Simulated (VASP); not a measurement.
# AlIn3As4 (I-42m) in VASP: a series of runs

The runs below take AlIn3As4 through single point, with PBE.

Program: VASP 6.6.1. These are calculated values, not measurements. Logs are shortened: lines on timing, memory, paths and dates and some standing lists are left out, and cuts for length are marked.

## Step 1: The cell of the first run

The structure is tetragonal, space group I-42m (No. 121). The conventional cell has a = 6.064 Å, b = 6.064 Å, c = 12.119 Å, α = 90.00°, β = 90.00°, γ = 90.00°. Al (site symmetry -42m) has 4 As at 2.49 Å within 3.3 Å. Within 3.5 Å of In (site symmetry -4) lie 4 As at 2.67 Å. Within 3.5 Å of In (site symmetry -42m) lie 4 As at 2.68 Å. As (site symmetry m) has 1 Al at 2.49 Å and 3 In at 2.67 to 2.68 Å within 3.3 Å.

## Step 2: Single point, PBE

Contents of INCAR:

```
PREC     = Accurate       # precision mode
ENCUT    = 520            # plane-wave cutoff, eV
EDIFF    = 1E-7           # SCF threshold, eV
ISMEAR   = 0              # smearing method
SIGMA    = 0.1            # smearing width, eV
LREAL    = F              # projectors in reciprocal space
LASPH    = T              # aspherical terms in the spheres
NELM     = 80             # most SCF steps
ALGO     = Normal         # electronic algorithm
ISIF     = 2              # what is computed and relaxed
LWAVE    = F              # write WAVECAR
LCHARG   = F              # write CHGCAR
GGA      = PE             # functional
NBANDS   = 41             # bands
```

Contents of KPOINTS:

```
Automatic mesh
0
Gamma
  4 4 4
```

Contents of POSCAR:

```
AlIn3As4
1.0
   -3.0322459601      3.0322459601      6.0593823040
    3.0322459601     -3.0322459601      6.0593823040
    3.0322459601      3.0322459601     -6.0593823040
Al In As
1 3 4
Direct
    0.0000000000      0.0000000000      0.0000000000
    0.2500000000      0.7500000000      0.5000000000
    0.5000000000      0.5000000000      0.0000000000
    0.7500000000      0.2500000000      0.5000000000
    0.1171518790      0.1171518790      0.4734446552
    0.3562927762      0.8828481210      0.0000000000
    0.6437072238      0.6437072238      0.5265553448
    0.8828481210      0.3562927762      0.0000000000
```

Potentials or basis: VASP PAW PBE potentials, release 64 (Al, In_d, As).

Command:

```sh
cat potpaw_PBE.64/Al/POTCAR potpaw_PBE.64/In_d/POTCAR potpaw_PBE.64/As/POTCAR > POTCAR
mpirun -np 1 vasp_std > vasp.out
```

OUTCAR:

```text
PREC = Accurate
   ENCUT = 520
   EDIFF = 1E-7
   ISMEAR = 0
   LREAL = F
   LASPH = T
   NELM = 80
   ISIF = 2
   GGA = PE

 ion  position               nearest neighbor table
   1  0.000  0.000  0.000-   5 2.49   6 2.49   8 2.49   7 2.49
   2  0.250  0.750  0.500-   5 2.67   6 2.67   7 2.67   8 2.67
   3  0.500  0.500  0.000-   7 2.68   6 2.68   8 2.68   5 2.68
   4  0.750  0.250  0.500-   5 2.67   7 2.67   8 2.67   6 2.67
   5  0.117  0.117  0.473-   1 2.49   2 2.67   4 2.67   3 2.68
   6  0.356  0.883  0.000-   1 2.49   4 2.67   2 2.67   3 2.68
   7  0.644  0.644  0.527-   1 2.49   2 2.67   4 2.67   3 2.68
   8  0.883  0.356  0.000-   1 2.49   2 2.67   4 2.67   3 2.68

  LATTYP: Found a body centered tetragonal cell.
 ALAT       =     6.0644919202
 C/A-ratio  =     1.9983149071

  Lattice vectors:

 A1 = (  -3.0322459601,   3.0322459601,   6.0593823040)
 A2 = (   3.0322459601,  -3.0322459601,   6.0593823040)
 A3 = (   3.0322459601,   3.0322459601,  -6.0593823040)

Analysis of symmetry for initial positions (statically):
=====================================================================
 Subroutine PRICEL returns:
 Original cell was already a primitive cell.

 Routine SETGRP: Setting up the symmetry group for a
 body centered tetragonal supercell.

 Subroutine GETGRP returns: Found  8 space group operations
 (whereof  8 operations were pure point group operations)
 out of a pool of 16 trial point group operations.

The static configuration has the point symmetry D_2d.

Analysis of symmetry for dynamics (positions and initial velocities):
=====================================================================
 Subroutine PRICEL returns:
 Original cell was already a primitive cell.

 Routine SETGRP: Setting up the symmetry group for a
 body centered tetragonal supercell.

 Subroutine GETGRP returns: Found  8 space group operations
 (whereof  8 operations were pure point group operations)
 out of a pool of 16 trial point group operations.

The dynamic configuration has the point symmetry D_2d.

 Subroutine INISYM returns: Found  8 space group operations
 (whereof  8 operations are pure point group operations),
 and found     1 'primitive' translations

----------------------------------------------------------------------------------------

                                     Primitive cell

  volume of cell :     222.8523

  direct lattice vectors                    reciprocal lattice vectors
    -3.032245960  3.032245960  6.059382304     0.000000000  0.164894275  0.082516662
     3.032245960 -3.032245960  6.059382304     0.164894275  0.000000000  0.082516662
     3.032245960  3.032245960 -6.059382304     0.164894275  0.164894275  0.000000000

  length of vectors
     7.423283979  7.423283979  7.423283979     0.184388507  0.184388507  0.233195720

  position of ions in fractional coordinates (direct lattice)
     0.000000000  0.000000000  0.000000000
     0.250000000  0.750000000  0.500000000
     0.500000000  0.500000000  0.000000000
     0.750000000  0.250000000  0.500000000
     0.117151879  0.117151879  0.473444655
     0.356292776  0.882848121  0.000000000
     0.643707224  0.643707224  0.526555345
     0.882848121  0.356292776  0.000000000

  ion indices of the primitive-cell ions
   primitive index   ion index
                 1           1
                 2           2
                 3           3
                 4           4
                 5           5
                 6           6
                 7           7
                 8           8

----------------------------------------------------------------------------------------

 KPOINTS: Automatic mesh

Automatic generation of k-mesh.
 Grid dimensions read from file:
 generate k-points for:    4    4    4

 Generating k-lattice:

  Cartesian coordinates                     Fractional coordinates (reciprocal lattice)
     0.000000000  0.041223569  0.020629165     0.250000000 -0.000000000  0.000000000
     0.041223569  0.000000000  0.020629165    -0.000000000  0.250000000  0.000000000
     0.041223569  0.041223569  0.000000000     0.000000000  0.000000000  0.250000000

  Length of vectors
     0.046097127  0.046097127  0.058298930

  Shift w.r.t. Gamma in fractional coordinates (k-lattice)
     0.000000000  0.000000000  0.000000000

 Subroutine IBZKPT returns following result:
 ===========================================

 Found     13 irreducible k-points:

 Following reciprocal coordinates:
            Coordinates               Weight
  0.000000  0.000000  0.000000      1.000000
  0.250000  0.000000  0.000000      8.000000
  0.500000  0.000000  0.000000      4.000000
  0.250000  0.250000  0.000000      8.000000
  0.500000  0.250000  0.000000     16.000000
 -0.250000  0.250000  0.000000      4.000000
  0.500000  0.500000  0.000000      2.000000
  0.250000  0.250000  0.250000      2.000000
 -0.250000  0.250000  0.250000      4.000000
  0.500000  0.500000  0.250000      4.000000
 -0.250000  0.500000  0.250000      8.000000
 -0.250000 -0.250000  0.250000      2.000000
  0.500000  0.500000  0.500000      1.000000
   k-points           NKPTS =     13   k-points in BZ     NKDIM =     13   number of bands    NBANDS=     41
   number of dos      NEDOS =    301   number of ions     NIONS =      8
   total plane-waves  NPLWV = 175616
   dimension x,y,z NGX =    56 NGY =   56 NGZ =   56
   dimension x,y,z NGXF=   112 NGYF=  112 NGZF=  112
   ions per type =               1   3   4
   NGX,Y,Z   is equivalent  to a cutoff of  12.54, 12.54, 12.54 a.u.
   NGXF,Y,Z  is equivalent  to a cutoff of  25.08, 25.08, 25.08 a.u.
 SYSTEM =  unknown system
   PREC   = accura    normal or accurate (medium, high low for compatibility)
   ISTART =      0    job   : 0-new  1-cont  2-samecut
   ICHARG =      2    charge: 1-file 2-atom 10-const
   ISPIN  =      1    spin polarized calculation?
   LNONCOLLINEAR =      F non collinear calculations
   LSORBIT =      F    spin-orbit coupling
   LASPH  =      T    aspherical Exc in radial PAW
   ENCUT  =  520.0 eV  38.22 Ry    6.18 a.u.  13.80 13.80 13.80*2*pi/ulx,y,z
   NELM   =     80;   NELMIN=  2; NELMDL= -5     # of ELM steps
   EDIFF  = 0.1E-06   stopping-criterion for ELM
   LREAL  =      F    real-space projection
   EDIFFG = 0.1E-05   stopping-criterion for IOM
   NSW    =      0    number of steps for IOM
   IBRION =     -1    ionic relax: 0-MD 1-quasi-New 2-CG
   NFREE  =      0    steps in history (QN), initial steepest desc. (CG)
   ISIF   =      2    stress and relaxation
   ISYM   =      2    0-nonsym 1-usesym 2-fastsym
   POTIM  = 0.5000    time-step for ionic-motion
   TEBEG  =    0.0;   TEEND  =   0.0 temperature during run
   PSTRESS=    0.0 pullay stress
   NELECT =      62.0000    total number of electrons
   NUPDOWN=      -1.0000    fix difference up-down
   EMIN   =  10.00;   EMAX   =-10.00  energy-range for DOS
   EFERMI =   0.00;   METHOD = LEGACY
   ISMEAR =     0;   SIGMA  =   0.10  broadening in eV -4-tet -1-fermi 0-gaus
   EFERMI_NEDOS =   21; number of points for ismear=-14 and -15
   IALGO  =     38    algorithm
   IMIX   =      4    mixing-type and parameters
     AMIX     =   0.40;   BMIX     =  1.00
     AMIX_MAG =   1.60;   BMIX_MAG =  1.00
  volume/ion in A,a.u.               =      27.86       187.99
  Fermi-wavevector in a.u.,A,eV,Ry     =   1.068726  2.019599 15.540235  1.142175
  Thomas-Fermi vector in A             =   2.204383
   LORBIT       =      0    0 simple, 1 ext, 2 COOP (PROOUT), +10 PAW based schemes
   GGA     = PE    functional components
   LHFCALC =     F    Hartree Fock is set to
   AEXX    =    0.0000 exact exchange contribution
   IVDW    =     0    specifies the selected vdW correction
   LEPSILON=     F    determine dielectric tensor
   LRPA    =     F    only Hartree local field effects (RPA)
 non-spin polarized calculation
 Gauss-broadening in eV      SIGMA  =   0.10
  energy-cutoff  :      520.00
  volume of cell :      222.85
 maximum number of plane-waves:      6030
   NGX = 27   NGY = 27   NGZ = 27

 number of electron      62.0000011 magnetization

 Free energy of the ion-electron system (eV)
  ---------------------------------------------------
  ext. energy  EPLUGINS =         0.00000000
  ---------------------------------------------------
  free energy    TOTEN  =       -32.48745453 eV

  energy without entropy =      -32.48477939  energy(sigma->0) =      -32.48611696

 E-fermi :   3.8777     XC(G=0):  -8.8633

 val. band max:        3.8480186032   @ k =   0.0000   0.0000   0.0000
 cond. band min:       4.8353491127   @ k =   0.5000   0.5000   0.0000
 fundamental gap:      0.9873305095
 Fermi energy:         3.8777395993

 k-point     1 :       0.0000    0.0000    0.0000
  band No.  band energies     occupation
      1     -10.4672      2.00000
      2     -10.4554      2.00000
      3     -10.4554      2.00000
      4     -10.3522      2.00000
      5     -10.3443      2.00000
      6     -10.3443      2.00000
[... 33 lines left out ...]
     40       8.1961      0.00000
     41       8.4862      0.00000

 k-point     2 :       0.2500    0.0000    0.0000
  band No.  band energies     occupation
      1     -10.4608      2.00000
      2     -10.4533      2.00000
      3     -10.4488      2.00000
      4     -10.3607      2.00000
      5     -10.3469      2.00000
      6     -10.3364      2.00000
[... 33 lines left out ...]
     40       8.6565      0.00000
     41       8.8070      0.00000

 k-point     3 :       0.5000    0.0000    0.0000
  band No.  band energies     occupation
      1     -10.4601      2.00000
      2     -10.4434      2.00000
      3     -10.4383      2.00000
      4     -10.3790      2.00000
      5     -10.3397      2.00000
      6     -10.3329      2.00000
[... 391 lines left out ...]
      2     -10.4635      2.00000
      3     -10.4543      2.00000
      4     -10.3700      2.00000
      5     -10.3315      2.00000
      6     -10.3315      2.00000
[... 33 lines left out ...]
     40       8.5139      0.00000
     41       8.5139      0.00000

 k-point    13 :       0.5000    0.5000    0.5000
  band No.  band energies     occupation
      1     -10.4704      2.00000
      2     -10.4704      2.00000
      3     -10.4317      2.00000
      4     -10.3972      2.00000
      5     -10.3140      2.00000
      6     -10.3140      2.00000
[... 33 lines left out ...]
     40       9.9328      0.00000
     41       9.9334      0.00000

------------------------ aborting loop because EDIFF is reached ----------------------------------------

  FORCE on cell =-STRESS in cart. coord.  units (eV):
  Direction    XX          YY          ZZ          XY          YZ          ZX
  --------------------------------------------------------------------------------------
  -------------------------------------------------------------------------------------
  Total        0.1740302      0.1740302      0.1697820      0.0000000      0.0000000      0.0000000
  in kB        1.2511745      1.2511745      1.2206330      0.0000000      0.0000000      0.0000000
  external PRESSURE =       1.2409940 kB  Pullay stress =       0.0000000 kB

 VOLUME and BASIS-vectors are now :
 -----------------------------------------------------------------------------
  energy-cutoff  :      520.00
  volume of cell :      222.85
      direct lattice vectors                 reciprocal lattice vectors
    -3.032245960  3.032245960  6.059382304     0.000000000  0.164894275  0.082516662
     3.032245960 -3.032245960  6.059382304     0.164894275  0.000000000  0.082516662
     3.032245960  3.032245960 -6.059382304     0.164894275  0.164894275  0.000000000

 POSITION                                       TOTAL-FORCE (eV/Angst)
 -----------------------------------------------------------------------------------
      0.00000      0.00000      0.00000        -0.000000      0.000000     -0.000000
      3.03225     -0.00000      3.02969        -0.000000      0.000000      0.000000
      0.00000      0.00000      6.05938        -0.000000      0.000000     -0.000000
     -0.00000      3.03225      3.02969        -0.000000      0.000000      0.000000
      1.43560      1.43560     -1.44905         0.001517      0.001517     -0.003049
      1.59665     -1.59665      7.50843        -0.001517      0.001517      0.003049
      1.59665      1.59665      4.61034        -0.001517     -0.001517     -0.003049
     -1.59665      1.59665      7.50843         0.001517     -0.001517      0.003049
 -----------------------------------------------------------------------------------
    total drift:                                0.000001      0.000001      0.000001

  FREE ENERGIE OF THE ION-ELECTRON SYSTEM (eV)
  ---------------------------------------------------
  free  energy   TOTEN  =       -32.4874545347 eV

  energy  without entropy=      -32.4847793861  energy(sigma->0) =      -32.48611696
```

Run time: 2.4 min. Hardware: 1 thread of Intel Xeon Platinum 8488C (Sapphire Rapids), shared host; peak memory 0.46 GiB.

What came out:

```yaml
Free_energy: -32.4875 eV
Pressure: 0.1 GPa
Largest_force: 0.004 eV/Å
```

Forces on the atoms (eV/Å):
```
Al   0.000  0.000  0.000
In   0.000  0.000  0.000
In   0.000  0.000  0.000
In   0.000  0.000  0.000
As   0.002  0.002 -0.003
As  -0.002  0.002  0.003
As  -0.002 -0.002 -0.003
As   0.002 -0.002  0.003
```

Caveat: the k points lie up to 0.37 Å⁻¹ apart; spin-orbit coupling is left out, which moves the levels of the heavy elements.

## Step 3: Single point, PBE

This run uses another cell than the first one, of 23.45 Å³/atom, 0.842 times its volume.

Contents of INCAR:

```
SYSTEM = AlIn3As4
PREC = Accurate
ENCUT = 520
EDIFF = 1E-6
ISMEAR = 0
SIGMA = 0.1
LREAL = .False.
LASPH = .True.
NELM = 100
ALGO = Normal
ISIF = 2
LWAVE = .False.
LCHARG = .False.
GGA = PE
NBANDS = 41
```

Contents of KPOINTS:

```
Automatic mesh
0
Gamma
  4 4 4
  0 0 0
```

Contents of POSCAR:

```
AlIn3As4
1.0
   -2.8624136000      2.8624136000      5.7248272000
    2.8624136000     -2.8624136000      5.7248272000
    2.8624136000      2.8624136000     -5.7248272000
Al In As
1 3 4
Direct
    0.0000000000      0.0000000000      0.0000000000
    0.2500000000      0.7500000000      0.5000000000
    0.5000000000      0.5000000000      0.0000000000
    0.7500000000      0.2500000000      0.5000000000
    0.1250000000      0.1250000000      0.5000000000
    0.3750000000      0.8750000000      0.0000000000
    0.6250000000      0.6250000000      0.5000000000
    0.8750000000      0.3750000000      0.0000000000
```

Potentials or basis: VASP PAW PBE potentials, release 64 (Al, In_d, As).

Command:

```sh
cat potpaw_PBE.64/Al/POTCAR potpaw_PBE.64/In_d/POTCAR potpaw_PBE.64/As/POTCAR > POTCAR
mpirun -np 1 vasp_std > vasp.out
```

It took 2.4 min on 1 thread of Intel Xeon Platinum 8488C (Sapphire Rapids), shared host; peak memory 0.43 GiB.

Results (log left out):

* Free energy: -30.7395 eV
* Pressure: 14.7 GPa
* Largest force: 1.640 eV/Å
* Band gap on the k mesh: 0.95 eV, direct

Forces in eV/Å, atoms in the order of the input:
```
Al   0.000  0.000  0.000
In   0.000  0.000  0.000
In   0.000  0.000  0.000
In   0.000  0.000  0.000
As  -0.953 -0.953  0.934
As   0.953 -0.953 -0.934
As   0.953  0.953  0.934
As  -0.953  0.953 -0.934
```

Levels at points of the mesh, in eV from the valence-band top:
| k point | band 28 | band 29 | band 30 | band 31 | band 32 | band 33 | band 34 | band 35 |
| --- | --- | --- | --- | --- | --- | --- | --- | --- |
| (0.00, 0.00, 0.00) | -2.72 | -0.01 | 0.00 | 0.00 | 0.95 | 1.31 | 2.07 | 3.98 |
| (0.50, 0.00, 0.00) | -2.32 | -2.28 | -1.35 | -1.19 | 3.27 | 3.27 | 3.47 | 3.62 |
| (0.50, 0.50, 0.00) | -1.20 | -1.19 | -1.04 | -1.02 | 1.49 | 1.53 | 2.93 | 3.16 |
| (0.50, 0.50, 0.50) | -1.79 | -1.79 | -1.59 | -1.59 | 1.29 | 1.29 | 2.02 | 2.12 |

Caveat: spin-orbit coupling is left out, which moves the levels of the heavy elements; forces of over 1 eV/Å act on the atoms, so gaps and moduli don't describe the material at rest.
